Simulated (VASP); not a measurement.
# O (R-3m) in VASP: a series of runs

Runs on O. Level: PBEsol. Tasks: electric field gradients.

Everything below comes from runs of VASP 6.6.1. Logs are shortened: lines on timing, memory, paths and dates and some standing lists are left out, and cuts for length are marked.

## 1. The cell of the first run

The structure is trigonal, space group R-3m (No. 166). Conventional cell: a = 2.789 Å, b = 2.789 Å, c = 10.016 Å, α = 90.00°, β = 90.00°, γ = 120.00°. Within 1.6 Å of O (site symmetry 3m) lie 1 O at 1.16 Å.

## 2. Electric field gradients, PBEsol (volume scaled by 0.94)

The input, INCAR:

```
SYSTEM = O
PREC = Accurate ; ENCUT = 520
EDIFF = 1E-8 ; ISMEAR = -1
SIGMA = 0.02 ; LREAL = .False.
LASPH = .True. ; NELM = 80
ALGO = Normal ; ISIF = 2
LWAVE = .False. ; LCHARG = .False.
GGA = PS ; LEFG = .True.
NBANDS = 13
```

The input, KPOINTS:

```
Automatic mesh
0
Gamma
  10 10 10
  0 0 0
```

The input, POSCAR:

```
O
1.0
    1.3942929299      0.8049953984      3.3387233343
   -1.3942929299      0.8049953984      3.3387233343
    0.0000000000     -1.6099907968      3.3387233343
O
2
Direct
    0.0577000000      0.0577000000      0.0577000000
    0.9423000000      0.9423000000      0.9423000000
```

Potentials or basis: VASP PAW PBE potentials, release 64 (O).

Run with:

```sh
$ cat potpaw_PBE.64/O/POTCAR > POTCAR
$ mpirun -np 1 vasp_std > vasp.out
```

OUTCAR:

```text
SYSTEM = O
   PREC = Accurate
   ENCUT = 520
   EDIFF = 1E-8
   ISMEAR = -1
   LREAL = .False.
   LASPH = .True.
   NELM = 80
   ISIF = 2
   GGA = PS

 ion  position               nearest neighbor table
   1  0.058  0.058  0.058-   2 1.16
   2  0.942  0.942  0.942-   1 1.16

  LATTYP: Found a trigonal (rhomboedric) cell.
 ALAT       =     3.7066351141
 COS(alpha) =     0.7170052526

  Lattice vectors:

 A1 = (   1.3942929299,   0.8049953984,   3.3387233343)
 A2 = (  -1.3942929299,   0.8049953984,   3.3387233343)
 A3 = (   0.0000000000,  -1.6099907968,   3.3387233343)

Analysis of symmetry for initial positions (statically):
=====================================================================
 Subroutine PRICEL returns:
 Original cell was already a primitive cell.

 Routine SETGRP: Setting up the symmetry group for a
 trigonal (rhombohedral) supercell.

 Subroutine GETGRP returns: Found 12 space group operations
 (whereof 12 operations were pure point group operations)
 out of a pool of 12 trial point group operations.

The static configuration has the point symmetry D_3d.

Analysis of symmetry for dynamics (positions and initial velocities):
=====================================================================
 Subroutine PRICEL returns:
 Original cell was already a primitive cell.

 Routine SETGRP: Setting up the symmetry group for a
 trigonal (rhombohedral) supercell.

 Subroutine GETGRP returns: Found 12 space group operations
 (whereof 12 operations were pure point group operations)
 out of a pool of 12 trial point group operations.

The dynamic configuration has the point symmetry D_3d.

 Subroutine INISYM returns: Found 12 space group operations
 (whereof 12 operations are pure point group operations),
 and found     1 'primitive' translations

----------------------------------------------------------------------------------------

                                     Primitive cell

  volume of cell :      22.4843

  direct lattice vectors                    reciprocal lattice vectors
     1.394292930  0.804995398  3.338723334     0.358604702  0.207040521  0.099838561
    -1.394292930  0.804995398  3.338723334    -0.358604702  0.207040521  0.099838561
     0.000000000 -1.609990797  3.338723334     0.000000000 -0.414081042  0.099838561

  length of vectors
     3.706635114  3.706635114  3.706635114     0.425947001  0.425947001  0.425947001

  position of ions in fractional coordinates (direct lattice)
     0.057700000  0.057700000  0.057700000
     0.942300000  0.942300000  0.942300000

  ion indices of the primitive-cell ions
   primitive index   ion index
                 1           1
                 2           2

----------------------------------------------------------------------------------------

 KPOINTS: Automatic mesh

Automatic generation of k-mesh.
 Grid dimensions read from file:
 generate k-points for:   10   10   10

 Generating k-lattice:

  Cartesian coordinates                     Fractional coordinates (reciprocal lattice)
     0.035860470  0.020704052  0.009983856     0.100000000 -0.000000000 -0.000000000
    -0.035860470  0.020704052  0.009983856    -0.000000000  0.100000000 -0.000000000
     0.000000000 -0.041408104  0.009983856    -0.000000000 -0.000000000  0.100000000

  Length of vectors
     0.042594700  0.042594700  0.042594700

  Shift w.r.t. Gamma in fractional coordinates (k-lattice)
     0.000000000  0.000000000  0.000000000

 Subroutine IBZKPT returns following result:
 ===========================================

 Found    116 irreducible k-points:

 Following reciprocal coordinates:
            Coordinates               Weight
  0.000000  0.000000  0.000000      1.000000
  0.100000  0.000000  0.000000      6.000000
  0.200000  0.000000  0.000000      6.000000
  0.300000  0.000000  0.000000      6.000000
  0.400000  0.000000  0.000000      6.000000
  0.500000  0.000000  0.000000      3.000000
[... 16 lines left out ...]
  0.300000  0.300000  0.000000      6.000000
  0.400000  0.300000  0.000000     12.000000
 [... further k-points ...]
   k-points           NKPTS =    116   k-points in BZ     NKDIM =    116   number of bands    NBANDS=     13
   number of dos      NEDOS =    301   number of ions     NIONS =      2
   total plane-waves  NPLWV =  21952
   dimension x,y,z NGX =    28 NGY =   28 NGZ =   28
   dimension x,y,z NGXF=    56 NGYF=   56 NGZF=   56
   ions per type =               2
   NGX,Y,Z   is equivalent  to a cutoff of  12.56, 12.56, 12.56 a.u.
   NGXF,Y,Z  is equivalent  to a cutoff of  25.12, 25.12, 25.12 a.u.
 SYSTEM =  O
   PREC   = accura    normal or accurate (medium, high low for compatibility)
   ISTART =      0    job   : 0-new  1-cont  2-samecut
   ICHARG =      2    charge: 1-file 2-atom 10-const
   ISPIN  =      1    spin polarized calculation?
   LNONCOLLINEAR =      F non collinear calculations
   LSORBIT =      F    spin-orbit coupling
   LASPH  =      T    aspherical Exc in radial PAW
   ENCUT  =  520.0 eV  38.22 Ry    6.18 a.u.   6.89  6.89  6.89*2*pi/ulx,y,z
   NELM   =     80;   NELMIN=  2; NELMDL= -5     # of ELM steps
   EDIFF  = 0.1E-07   stopping-criterion for ELM
   LREAL  =      F    real-space projection
   EDIFFG = 0.1E-06   stopping-criterion for IOM
   NSW    =      0    number of steps for IOM
   IBRION =     -1    ionic relax: 0-MD 1-quasi-New 2-CG
   NFREE  =      0    steps in history (QN), initial steepest desc. (CG)
   ISIF   =      2    stress and relaxation
   ISYM   =      2    0-nonsym 1-usesym 2-fastsym
   POTIM  = 0.5000    time-step for ionic-motion
   TEBEG  =    0.0;   TEEND  =   0.0 temperature during run
   PSTRESS=    0.0 pullay stress
   NELECT =      12.0000    total number of electrons
   NUPDOWN=      -1.0000    fix difference up-down
   EMIN   =  10.00;   EMAX   =-10.00  energy-range for DOS
   EFERMI =   0.00;   METHOD = LEGACY
   ISMEAR =    -1;   SIGMA  =   0.02  broadening in eV -4-tet -1-fermi 0-gaus
   EFERMI_NEDOS =   21; number of points for ismear=-14 and -15
   IALGO  =     38    algorithm
   IMIX   =      4    mixing-type and parameters
     AMIX     =   0.40;   BMIX     =  1.00
     AMIX_MAG =   1.60;   BMIX_MAG =  1.00
  volume/ion in A,a.u.               =      11.24        75.87
  Fermi-wavevector in a.u.,A,eV,Ry     =   1.327931  2.509426 23.992528  1.763401
  Thomas-Fermi vector in A             =   2.457207
   LORBIT       =      0    0 simple, 1 ext, 2 COOP (PROOUT), +10 PAW based schemes
   GGA     = PS    functional components
   LHFCALC =     F    Hartree Fock is set to
   AEXX    =    0.0000 exact exchange contribution
   IVDW    =     0    specifies the selected vdW correction
   LEPSILON=     F    determine dielectric tensor
   LRPA    =     F    only Hartree local field effects (RPA)
 non-spin polarized calculation
  energy-cutoff  :      520.00
  volume of cell :       22.48
 maximum number of plane-waves:       618
   NGX = 13   NGY = 13   NGZ = 13

 number of electron      12.0000000 magnetization

 Free energy of the ion-electron system (eV)
  ---------------------------------------------------
  ext. energy  EPLUGINS =         0.00000000
  ---------------------------------------------------
  free energy    TOTEN  =        -9.74097640 eV

  energy without entropy =       -9.73947800  energy(sigma->0) =       -9.74022720

 E-fermi :   1.0034     XC(G=0):  -9.7560

 val. band max:        0.9727395839   @ k =  -0.4000   0.1000  -0.0000
 cond. band min:       1.0100346676   @ k =   0.5000   0.5000   0.3000
 fundamental gap:      0.0372950837
 Fermi energy:         1.0034107861

 k-point     1 :       0.0000    0.0000    0.0000
  band No.  band energies     occupation
      1     -28.0434      2.00000
      2     -12.7537      2.00000
      3      -8.6578      2.00000
      4      -6.0089      2.00000
      5      -6.0089      2.00000
      6       1.6336      0.00000
      7       1.6336      0.00000
      8       9.2608      0.00000
      9      13.3470      0.00000
     10      15.9576      0.00000
     11      20.2090      0.00000
     12      22.3764      0.00000
     13      22.3764      0.00000
[... 353 lines left out ...]
 k-point    24 :       0.4000    0.3000    0.0000
  band No.  band energies     occupation
      1     -27.6920      2.00000
      2     -12.9681      2.00000
      3      -8.1255      2.00000
      4      -6.6806      2.00000
      5      -6.6086      2.00000
      6      -0.0355      2.00000
      7       1.5471      0.00000
      8      11.2607      0.00000
      9      13.4132      0.00000
     10      15.8930      0.00000
     11      16.5343      0.00000
     12      20.6150      0.00000
     13      23.3113      0.00000

 [... further k-points ...]
[... 5 lines left out ...]
  --------------------------------------------------------------------------------------
  -------------------------------------------------------------------------------------
  Total       -1.2742222     -1.2742222      8.5508771      0.0000000      0.0000000      0.0000000
  in kB      -90.7980777    -90.7980777    609.3153791      0.0000000      0.0000000      0.0000000
  external PRESSURE =     142.5730745 kB  Pullay stress =       0.0000000 kB

 VOLUME and BASIS-vectors are now :
 -----------------------------------------------------------------------------
  energy-cutoff  :      520.00
  volume of cell :       22.48
      direct lattice vectors                 reciprocal lattice vectors
     1.394292930  0.804995398  3.338723334     0.358604702  0.207040521  0.099838561
    -1.394292930  0.804995398  3.338723334    -0.358604702  0.207040521  0.099838561
     0.000000000 -1.609990797  3.338723334     0.000000000 -0.414081042  0.099838561

 POSITION                                       TOTAL-FORCE (eV/Angst)
 -----------------------------------------------------------------------------------
      0.00000      0.00000      0.57793         0.000000      0.000000      6.603084
      0.00000      0.00000      9.43824         0.000000     -0.000000     -6.603084
 -----------------------------------------------------------------------------------
    total drift:                                0.000000     -0.000000      0.000000

  FREE ENERGIE OF THE ION-ELECTRON SYSTEM (eV)
  ---------------------------------------------------
  free  energy   TOTEN  =        -9.7409763955 eV

  energy  without entropy=       -9.7394780014  energy(sigma->0) =       -9.74022720

 Electric field gradients (V/A^2)
---------------------------------------------------------------------
 ion       V_xx      V_yy      V_zz      V_xy      V_xz      V_yz
---------------------------------------------------------------------
   1     -54.088   -54.088   108.175    -0.000     0.000    -0.000
   2     -54.088   -54.088   108.175     0.000    -0.000    -0.000
---------------------------------------------------------------------

 Electric field gradients after diagonalization (V/A^2)
 (convention: |V_zz| > |V_xx| > |V_yy|)
----------------------------------------------------------------------
 ion       V_xx      V_yy      V_zz     asymmetry (V_yy - V_xx)/ V_zz
----------------------------------------------------------------------
   1     -54.088   -54.088   108.175       0.000
   2     -54.088   -54.088   108.175       0.000
----------------------------------------------------------------------

           NMR quadrupolar parameters

 Cq : quadrupolar parameter    Cq=e*Q*V_zz/h
 eta: asymmetry parameters     (V_yy - V_xx)/ V_zz
 Q  : nuclear electric quadrupole moment in mb (millibarn)
----------------------------------------------------------------------
 ion       Cq(MHz)       eta       Q (mb)
----------------------------------------------------------------------
   1       0.262       0.000       1.000
   2       0.262       0.000       1.000
----------------------------------------------------------------------
```

Run time: 30 s. Hardware: 1 thread of AMD EPYC 9R14 (Zen 4), shared host; peak memory 0.13 GiB.

What came out:

| Quantity | Value |
| --- | --- |
| Free energy | -9.7410 eV |
| Pressure | 14.3 GPa |
| Largest force | 6.603 eV/Å |
| Band gap on the k mesh | zero (band 6 reaches 1.91 eV, above the bottom of band 7 at 0.44 eV) |

Forces on the atoms (eV/Å):
```
O    0.000  0.000  6.603
O    0.000  0.000 -6.603
```

Electric field gradients, principal values (V/Å²):
```tsv
atom	least	middle	greatest (by size)
1 O	-54.088	-54.088	108.175
2 O	-54.088	-54.088	108.175
```

Caveat: the standard files for N, O and F lose accuracy on very short bonds; spin is off for a triplet molecule; without QUAD_EFG the Cq values of the log hold for a quadrupole moment of 1 mb, not for the nuclei; the PAW data sets were made with another functional, which shifts forces and pressure a little.

## 3. Electric field gradients, PBEsol (volume scaled by 0.96)

The input, INCAR:

```
PREC = Accurate
ENCUT = 520
EDIFF = 1E-8
ISMEAR = -1
SIGMA = 0.02
LREAL = False
LASPH = True
NELM = 100
ALGO = Normal
ISIF = 2
LWAVE = False
LCHARG = False
GGA = PS
LEFG = True
NBANDS = 13
```

The input, KPOINTS:

```
regular mesh
0
Gamma
  10 10 10
```

The input, POSCAR:

```
O
1.0
    1.4041122177      0.8106645668      3.3622362452
   -1.4041122177      0.8106645668      3.3622362452
    0.0000000000     -1.6213291337      3.3622362452
O
2
Direct
    0.0577000000      0.0577000000      0.0577000000
    0.9423000000      0.9423000000      0.9423000000
```

Potentials or basis: VASP PAW PBE potentials, release 64 (O).

Run with:

```sh
$ cat potpaw_PBE.64/O/POTCAR > POTCAR
$ mpirun -np 1 vasp_std > vasp.out
```

OUTCAR:

```text
PREC = Accurate
   ENCUT = 520
   EDIFF = 1E-8
   ISMEAR = -1
   LREAL = False
   LASPH = True
   NELM = 100
   ISIF = 2
   GGA = PS

 ion  position               nearest neighbor table
   1  0.058  0.058  0.058-   2 1.16
   2  0.942  0.942  0.942-   1 1.16

  LATTYP: Found a trigonal (rhomboedric) cell.
 ALAT       =     3.7327390383
 COS(alpha) =     0.7170052526

  Lattice vectors:

 A1 = (   1.4041122177,   0.8106645668,   3.3622362452)
 A2 = (  -1.4041122177,   0.8106645668,   3.3622362452)
 A3 = (   0.0000000000,  -1.6213291337,   3.3622362452)
[... 594 lines left out ...]
  ---------------------------------------------------
  free  energy   TOTEN  =        -9.7805584144 eV

  energy  without entropy=       -9.7789780715  energy(sigma->0) =       -9.77976824

 Electric field gradients (V/A^2)
---------------------------------------------------------------------
 ion       V_xx      V_yy      V_zz      V_xy      V_xz      V_yz
---------------------------------------------------------------------
   1     -55.441   -55.441   110.881    -0.000     0.000     0.000
   2     -55.441   -55.441   110.881    -0.000    -0.000     0.000
---------------------------------------------------------------------

 Electric field gradients after diagonalization (V/A^2)
 (convention: |V_zz| > |V_xx| > |V_yy|)
----------------------------------------------------------------------
 ion       V_xx      V_yy      V_zz     asymmetry (V_yy - V_xx)/ V_zz
----------------------------------------------------------------------
   1     -55.441   -55.441   110.881       0.000
   2     -55.441   -55.441   110.881       0.000
----------------------------------------------------------------------

           NMR quadrupolar parameters

 Cq : quadrupolar parameter    Cq=e*Q*V_zz/h
 eta: asymmetry parameters     (V_yy - V_xx)/ V_zz
 Q  : nuclear electric quadrupole moment in mb (millibarn)
----------------------------------------------------------------------
 ion       Cq(MHz)       eta       Q (mb)
----------------------------------------------------------------------
   1       0.268       0.000       1.000
   2       0.268       0.000       1.000
----------------------------------------------------------------------
```

OSZICAR:

```text
N       E                     dE             d eps       ncg     rms          rms(c)
DAV:   1     0.353766677983E+02    0.35377E+02   -0.64125E+03  3096   0.854E+02
DAV:   2    -0.884749185954E+01   -0.44224E+02   -0.42574E+02  3774   0.182E+02
DAV:   3    -0.101065299480E+02   -0.12590E+01   -0.12361E+01  3426   0.278E+01
DAV:   4    -0.101099301866E+02   -0.34002E-02   -0.34001E-02  3516   0.175E+00
DAV:   5    -0.101099425137E+02   -0.12327E-04   -0.12327E-04  3361   0.984E-02    0.452E+00
DAV:   6    -0.983882379245E+01    0.27112E+00   -0.22110E-01  3366   0.437E+00    0.238E+00
DAV:   7    -0.977820236965E+01    0.60621E-01   -0.20653E-01  3526   0.406E+00    0.456E-01
DAV:   8    -0.978056536051E+01   -0.23630E-02   -0.14814E-02  3076   0.103E+00    0.569E-02
DAV:   9    -0.978055035060E+01    0.15010E-04   -0.20625E-04  3546   0.130E-01    0.237E-02
DAV:  10    -0.978055761130E+01   -0.72607E-05   -0.20437E-05  3141   0.436E-02    0.665E-03
DAV:  11    -0.978055876960E+01   -0.11583E-05   -0.36635E-06  3276   0.178E-02    0.526E-03
DAV:  12    -0.978055837092E+01    0.39868E-06   -0.67136E-07  3321   0.769E-03    0.186E-03
DAV:  13    -0.978055840468E+01   -0.33764E-07   -0.12838E-07  3106   0.323E-03    0.202E-04
DAV:  14    -0.978055841438E+01   -0.97019E-08   -0.49521E-09  1883   0.614E-04
   1 F= -.97805584E+01 E0= -.97797682E+01  d E =-.158034E-02
```

stdout:

```text
POSCAR found type information on POSCAR O
 POSCAR found :  1 types and       2 ions
 scaLAPACK will be used
 -----------------------------------------------------------------------------
|                                                                             |
|                                                                             |
|     You enforced a specific xc type in the INCAR file but a different       |
|     I HOPE YOU KNOW WHAT YOU ARE DOING!                                     |
|                                                                             |
 -----------------------------------------------------------------------------

 LDA part: xc-table for (Slater+PW92), standard interpolation
 POSCAR, INCAR and KPOINTS ok, starting setup
 FFT: planning ... GRIDC
 FFT: planning ... GRID_SOFT
 FFT: planning ... GRID
 WAVECAR not read
 entering main loop
ion   1

ion   2
```

Run time: 32 s. Hardware: 1 thread of AMD EPYC 9R14 (Zen 4), shared host; peak memory 0.13 GiB.

What came out:

```
Free energy            : -9.7806 eV
Pressure               : 11.2 GPa
Largest force          : 5.650 eV/Å
Band gap on the k mesh : zero (band 6 reaches 1.66 eV, above the bottom of band 7 at 0.25 eV)
```

Forces on the atoms (eV/Å):
```
O    0.000  0.000  5.650
O    0.000  0.000 -5.650
```

Levels at points of the mesh, in eV from the Fermi level:
```
           k point  band 3  band 4  band 5  band 6  band 7  band 8  band 9  band 10
(0.00, 0.00, 0.00)   -9.50   -6.88   -6.88    0.61    0.61    8.19   12.11    14.88
(0.50, 0.00, 0.00)   -9.33   -8.10   -7.29   -0.80    0.07   10.80   12.50    13.43
(0.50, 0.50, 0.00)   -9.12   -7.50   -7.42   -1.47    0.66   10.44   11.50    15.31
(0.50, 0.50, 0.50)   -7.23   -6.98   -6.98    0.87    0.87    8.22    8.35    13.99
```

Electric field gradients, principal values (V/Å²):
```csv
atom,least,middle,greatest (by size)
1 O,-55.441,-55.441,110.881
2 O,-55.441,-55.441,110.881
```

Caveat: the standard files for N, O and F lose accuracy on very short bonds; spin is off for a triplet molecule; without QUAD_EFG the Cq values of the log hold for a quadrupole moment of 1 mb, not for the nuclei; the PAW data sets were made with another functional, which shifts forces and pressure a little.

(Part 1 of 2 ends here.)
